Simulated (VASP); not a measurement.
# Sn2HO2 in VASP: single point with PBE+D3(BJ)

Aim: the single point of Sn2HO2 with PBE+D3(BJ).

Everything below comes from runs of VASP 6.6.1. Logs are shortened: lines on timing, memory, paths and dates and some standing lists are left out, and cuts for length are marked.

## Step 1: The cell of the first run

The cell holds a slab with vacuum, 5 atoms: a = 3.820 Å, b = 3.820 Å, c = 19.363 Å, α = 90.00°, β = 90.00°, γ = 90.00°.

## Step 2: Single point, PBE+D3(BJ), collinear spin

The input, INCAR:

```
SYSTEM = Sn2HO2
  PREC = Accurate
  ENCUT = 520
  EDIFF = 1E-7
  ISMEAR = 0
  SIGMA = 0.05
  LREAL = .False.
  LASPH = .True.
  NELM = 150
  ALGO = Normal
  ISIF = 2
  LWAVE = .False.
  LCHARG = .True.
  ISPIN = 2
  MAGMOM = 0 0 0 0 1
  LORBIT = 11
  LDIPOL = .True.
  IDIPOL = 3
  DIPOL = 0.5 0.5 0.303
  GGA = PE
  IVDW = 12
  LELF = .True.
  LVHAR = .True.
  LVACPOTAV = .True.
  NBANDS = 32
```

The input, KPOINTS:

```
Automatic mesh
0
Gamma
  7 7 1
  0 0 0
```

The input, POSCAR:

```
Sn2HO2
1.0
    3.8201629938      0.0000000000      0.0000000000
    0.0000000000      3.8201629938      0.0000000000
    0.0000000000      0.0000000000     19.3630415395
Sn O H
2 2 1
Direct
    0.7500000000      0.2500000000      0.2065791158
    0.2500000000      0.7500000000      0.3286178737
    0.2500000000      0.2500000000      0.2675984948
    0.7500000000      0.7500000000      0.2675984948
    0.2500000000      0.8750000000      0.4422363874
```

Potentials or basis: VASP PAW PBE potentials, release 64 (Sn_d, O, H).

Launch:

```sh
$ cat potpaw_PBE.64/Sn_d/POTCAR potpaw_PBE.64/O/POTCAR potpaw_PBE.64/H/POTCAR > POTCAR
$ mpirun -np 1 vasp_std > vasp.out
```

OUTCAR:

```text
SYSTEM = Sn2HO2
   PREC = Accurate
   ENCUT = 520
   EDIFF = 1E-7
   ISMEAR = 0
   LREAL = .False.
   LASPH = .True.
   NELM = 150
   ISIF = 2
   ISPIN = 2
   LORBIT = 11
   GGA = PE
   IVDW = 12
 IVDW          = 12

 ion  position               nearest neighbor table
   1  0.750  0.250  0.207-   3 2.25   4 2.25   4 2.25   3 2.25   2 3.59   2 3.59   2 3.59   2 3.59

   2  0.250  0.750  0.329-   3 2.25   4 2.25   3 2.25   4 2.25   5 2.25   1 3.59   1 3.59   1 3.59
                             1 3.59
   3  0.250  0.250  0.268-   2 2.25   2 2.25   1 2.25   1 2.25
   4  0.750  0.750  0.268-   2 2.25   2 2.25   1 2.25   1 2.25
   5  0.250  0.875  0.442-   2 2.25

  LATTYP: Found a simple tetragonal cell.
 ALAT       =     3.8201629938
 C/A-ratio  =     5.0686427702

  Lattice vectors:

 A1 = (   3.8201629938,   0.0000000000,   0.0000000000)
 A2 = (   0.0000000000,   3.8201629938,   0.0000000000)
 A3 = (   0.0000000000,   0.0000000000,  19.3630415395)

Analysis of symmetry for initial positions (statically):
=====================================================================
 Subroutine PRICEL returns:
 Original cell was already a primitive cell.

 Routine SETGRP: Setting up the symmetry group for a
 simple tetragonal supercell.

 Subroutine GETGRP returns: Found  2 space group operations
 (whereof  1 operations were pure point group operations)
 out of a pool of 16 trial point group operations.

The static configuration has the point symmetry C_1 .
 The point group associated with its full space group is C_1h.

Analysis of symmetry for dynamics (positions and initial velocities):
=====================================================================
 Subroutine PRICEL returns:
 Original cell was already a primitive cell.

 Routine SETGRP: Setting up the symmetry group for a
 simple tetragonal supercell.

 Subroutine GETGRP returns: Found  2 space group operations
 (whereof  1 operations were pure point group operations)
 out of a pool of 16 trial point group operations.

The dynamic configuration has the point symmetry C_1 .
 The point group associated with its full space group is C_1h.

Analysis of structural, dynamic, and magnetic symmetry:
=====================================================================
 Subroutine PRICEL returns:
 Original cell was already a primitive cell.

 Routine SETGRP: Setting up the symmetry group for a
 simple tetragonal supercell.

 Subroutine GETGRP returns: Found  2 space group operations
 (whereof  1 operations were pure point group operations)
 out of a pool of 16 trial point group operations.

The overall configuration has the point symmetry C_1 .
 The point group associated with its full space group is C_1h.

 Subroutine INISYM returns: Found  2 space group operations
 (whereof  1 operations are pure point group operations),
 and found     1 'primitive' translations

----------------------------------------------------------------------------------------

                                     Primitive cell

  volume of cell :     282.5774

  direct lattice vectors                    reciprocal lattice vectors
     3.820162994  0.000000000  0.000000000     0.261768935  0.000000000  0.000000000
     0.000000000  3.820162994  0.000000000     0.000000000  0.261768935  0.000000000
     0.000000000  0.000000000 19.363041539     0.000000000  0.000000000  0.051644779

  length of vectors
     3.820162994  3.820162994 19.363041539     0.261768935  0.261768935  0.051644779

  position of ions in fractional coordinates (direct lattice)
     0.750000000  0.250000000  0.206579116
     0.250000000  0.750000000  0.328617874
     0.250000000  0.250000000  0.267598495
     0.750000000  0.750000000  0.267598495
     0.250000000  0.875000000  0.442236387

  ion indices of the primitive-cell ions
   primitive index   ion index
                 1           1
                 2           2
                 3           3
                 4           4
                 5           5

----------------------------------------------------------------------------------------
[... 32 lines left out ...]
  0.428571  0.000000  0.000000      2.000000
[... 8 lines left out ...]
 -0.285714  0.428571  0.000000      4.000000
  0.428571  0.428571  0.000000      4.000000
   k-points           NKPTS =     16   k-points in BZ     NKDIM =     16   number of bands    NBANDS=     32
   number of dos      NEDOS =    301   number of ions     NIONS =      5
   total plane-waves  NPLWV = 112896
   dimension x,y,z NGX =    28 NGY =   28 NGZ =  144
   dimension x,y,z NGXF=    56 NGYF=   56 NGZF=  288
   ions per type =               2   2   1
   NGX,Y,Z   is equivalent  to a cutoff of  12.19, 12.19, 12.36 a.u.
   NGXF,Y,Z  is equivalent  to a cutoff of  24.37, 24.37, 24.73 a.u.
 SYSTEM =  Sn2HO2
   PREC   = accura    normal or accurate (medium, high low for compatibility)
   ISTART =      0    job   : 0-new  1-cont  2-samecut
   ICHARG =      2    charge: 1-file 2-atom 10-const
   ISPIN  =      2    spin polarized calculation?
   LNONCOLLINEAR =      F non collinear calculations
   LSORBIT =      F    spin-orbit coupling
   LASPH  =      T    aspherical Exc in radial PAW
   ENCUT  =  520.0 eV  38.22 Ry    6.18 a.u.   7.10  7.10 36.00*2*pi/ulx,y,z
   NELM   =    150;   NELMIN=  2; NELMDL= -5     # of ELM steps
   EDIFF  = 0.1E-06   stopping-criterion for ELM
   LREAL  =      F    real-space projection
   EDIFFG = 0.1E-05   stopping-criterion for IOM
   NSW    =      0    number of steps for IOM
   IBRION =     -1    ionic relax: 0-MD 1-quasi-New 2-CG
   NFREE  =      0    steps in history (QN), initial steepest desc. (CG)
   ISIF   =      2    stress and relaxation
   ISYM   =      2    0-nonsym 1-usesym 2-fastsym
   POTIM  = 0.5000    time-step for ionic-motion
   TEBEG  =    0.0;   TEEND  =   0.0 temperature during run
   PSTRESS=    0.0 pullay stress
   NELECT =      41.0000    total number of electrons
   NUPDOWN=      -1.0000    fix difference up-down
   EMIN   =  10.00;   EMAX   =-10.00  energy-range for DOS
   EFERMI =   0.00;   METHOD = LEGACY
   ISMEAR =     0;   SIGMA  =   0.05  broadening in eV -4-tet -1-fermi 0-gaus
   EFERMI_NEDOS =   21; number of points for ismear=-14 and -15
   IALGO  =     38    algorithm
   IMIX   =      4    mixing-type and parameters
     AMIX     =   0.40;   BMIX     =  1.00
     AMIX_MAG =   1.60;   BMIX_MAG =  1.00
  volume/ion in A,a.u.               =      56.52       381.39
  Fermi-wavevector in a.u.,A,eV,Ry     =   0.860248  1.625633 10.068673  0.740027
  Thomas-Fermi vector in A             =   1.977724
   LORBIT       =     11    0 simple, 1 ext, 2 COOP (PROOUT), +10 PAW based schemes
   GGA     = PE    functional components
   LHFCALC =     F    Hartree Fock is set to
   AEXX    =    0.0000 exact exchange contribution
   IVDW    =    12    specifies the selected vdW correction
   LEPSILON=     F    determine dielectric tensor
   LRPA    =     F    only Hartree local field effects (RPA)
 spin polarized calculation
 Gauss-broadening in eV      SIGMA  =   0.05
  energy-cutoff  :      520.00
  volume of cell :      282.58
 maximum number of plane-waves:      7644
   NGX = 15   NGY = 15   NGZ = 73

 dipolmoment           0.000000      0.000000     -0.011573 electrons x Angstroem

 number of electron      40.9999982 magnetization       0.9999999

 dipolmoment           0.000000      0.000000      0.123812 electrons x Angstroem

 Free energy of the ion-electron system (eV)
  ---------------------------------------------------
  ext. energy  EPLUGINS =         0.00000000
  ---------------------------------------------------
  free energy    TOTEN  =       -23.86239915 eV

  energy without entropy =      -23.86239914  energy(sigma->0) =      -23.86239915

 E-fermi :  -1.2938     XC(G=0):  -3.4893

 val. band max:       -1.4922936009   @ k =   0.4286   0.1429   0.0000
 cond. band min:      -1.1056851036   @ k =   0.0000   0.0000   0.0000
 fundamental gap:      0.3866084973
 Fermi energy:        -1.2938033102

 spin component 1

 k-point     1 :       0.0000    0.0000    0.0000
  band No.  band energies     occupation
      1     -23.6955      1.00000
      2     -23.3287      1.00000
      3     -23.3013      1.00000
      4     -23.2886      1.00000
      5     -23.2864      1.00000
      6     -23.2496      1.00000
[... 549 lines left out ...]
     31       6.1334      0.00000
     32       6.4699      0.00000
 Fermi energy:        -1.2938033102

 spin component 2

 k-point     1 :       0.0000    0.0000    0.0000
  band No.  band energies     occupation
      1     -23.6510      1.00000
      2     -23.2983      1.00000
      3     -23.2584      1.00000
      4     -23.2548      1.00000
      5     -23.2421      1.00000
      6     -23.2111      1.00000
[... 549 lines left out ...]
     31       6.5910      0.00000
     32       6.7716      0.00000

------------------------ aborting loop because EDIFF is reached ----------------------------------------

 Edisp (eV)   -0.60362

 E8    (eV) :    -0.2636

  FORCE on cell =-STRESS in cart. coord.  units (eV):
  Direction    XX          YY          ZZ          XY          YZ          ZX
  --------------------------------------------------------------------------------------
  -------------------------------------------------------------------------------------
  Total       0.85298     0.89764    -0.66962     0.00000     0.56122     0.00000
  in kB       4.83632     5.08953    -3.79669     0.00000     3.18205     0.00000
  external pressure =        2.04 kB  Pullay stress =        0.00 kB

 VOLUME and BASIS-vectors are now :
 -----------------------------------------------------------------------------
  energy-cutoff  :      520.00
  volume of cell :      282.58
      direct lattice vectors                 reciprocal lattice vectors
     3.820162994  0.000000000  0.000000000     0.261768935  0.000000000  0.000000000
     0.000000000  3.820162994  0.000000000     0.000000000  0.261768935  0.000000000
     0.000000000  0.000000000 19.363041539     0.000000000  0.000000000  0.051644779

 POSITION                                       TOTAL-FORCE (eV/Angst)
 -----------------------------------------------------------------------------------
      2.86512      0.95504      4.00000         0.000000     -0.039887     -0.050393
      0.95504      2.86512      6.36304         0.000000      0.073845      0.297073
      0.95504      0.95504      5.18152         0.000000     -0.261128     -0.008021
      2.86512      2.86512      5.18152         0.000000      0.100922      0.058054
      0.95504      3.34264      8.56304         0.000000      0.126247     -0.296712
 -----------------------------------------------------------------------------------
    total drift:                                0.000000      0.000014      0.000009

  FREE ENERGIE OF THE ION-ELECTRON SYSTEM (eV)
  ---------------------------------------------------
  free  energy   TOTEN  =       -24.4660142372 eV

  energy  without entropy=      -24.4660142368  energy(sigma->0) =      -24.46601424

 vacuum level on the upper side and lower side of the slab         3.854         2.319

 total charge

# of ion       s       p       d       tot
------------------------------------------
    1        1.279   0.763  10.054  12.097
    2        1.257   0.762  10.065  12.084
    3        1.580   3.422   0.000   5.002
    4        1.580   3.422   0.000   5.002
    5        0.423   0.003   0.000   0.426
--------------------------------------------------
tot          6.119   8.372  20.120  34.611

 magnetization (x)

# of ion       s       p       d       tot
------------------------------------------
    1        0.002   0.006   0.002   0.010
    2        0.157  -0.007   0.007   0.156
    3        0.007   0.068   0.000   0.076
    4        0.007   0.068   0.000   0.075
    5        0.256  -0.000   0.000   0.256
--------------------------------------------------
tot          0.429   0.135   0.009   0.573
```

It took 7 min on 1 thread of Oxide Virtual Turin-like, shared host; peak memory 0.5 GiB.

What came out:

- Free energy: -24.4660 eV
- Largest force: 0.322 eV/Å
- Band gap on the k mesh: 0.39 eV (least direct gap 0.96 eV)
- Net moment: 1.00 μB per cell
- Site moments: Sn +0.01, +0.16; O +0.08, +0.07; H +0.26 μB
- Valence electrons inside the program's atomic spheres: Sn 12.10, 12.08; O 5.00; H 0.43
- Dispersion energy per atom: -0.121 eV

Forces on the atoms (eV/Å):
```
Sn   0.000 -0.040 -0.050
Sn   0.000  0.074  0.297
O    0.000 -0.261 -0.008
O    0.000  0.101  0.058
H    0.000  0.126 -0.297
```

Levels at points of the mesh, in eV from the valence-band top:
Spin up:
```tsv
k point	band 19	band 20	band 21	band 22	band 23	band 24
(0.00, 0.00, 0.00)	-3.31	-2.93	-0.57	1.56	2.92	3.78
```
Spin down:
```tsv
k point	band 16	band 17	band 18	band 19	band 20	band 21	band 22	band 23	band 24	band 25
(0.00, 0.00, 0.00)	-5.43	-3.60	-3.18	-3.18	-2.15	0.39	1.59	3.49	3.88	4.10
```

Caveat: spin-orbit coupling is left out, which moves the levels of the heavy elements.
